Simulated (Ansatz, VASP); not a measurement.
**MgO in VASP and in Ansatz**

```xyz
2
Lattice="0.0000 2.1100 2.1100 2.1100 0.0000 2.1100 2.1100 2.1100 0.0000" Properties=species:S:1:pos:R:3 pbc="T T T"
Mg    0.0000    0.0000    0.0000
O     2.1100    2.1100    2.1100
```

Alike in both runs: task single point; functional LDA; k mesh 8 × 8 × 8; no spin polarisation.

```csv
,VASP,Ansatz
version,VASP 6.6.1,Ansatz 0.2.0
potentials or method,"VASP PAW LDA potentials, release 64 (Mg, O), cutoff 600 eV","PAW, plane waves, scalar-relativistic"
occupations,"methfessel-paxton of order 1, width 0.3 eV","cold, width 0.3 eV"
valence electrons in the cell,8,16
```

|  | VASP | Ansatz | Ansatz less VASP |
| --- | --- | --- | --- |
| pressure (GPa) | -8.8 | -6.9 | +1.95 |

LDA's correlation is that of Perdew and Zunger in VASP and of Perdew and Wang (1992) in Ansatz. VASP's potentials hold 8 valence electrons a cell and Ansatz's 16, so a difference there can come from the potentials and not from the codes.
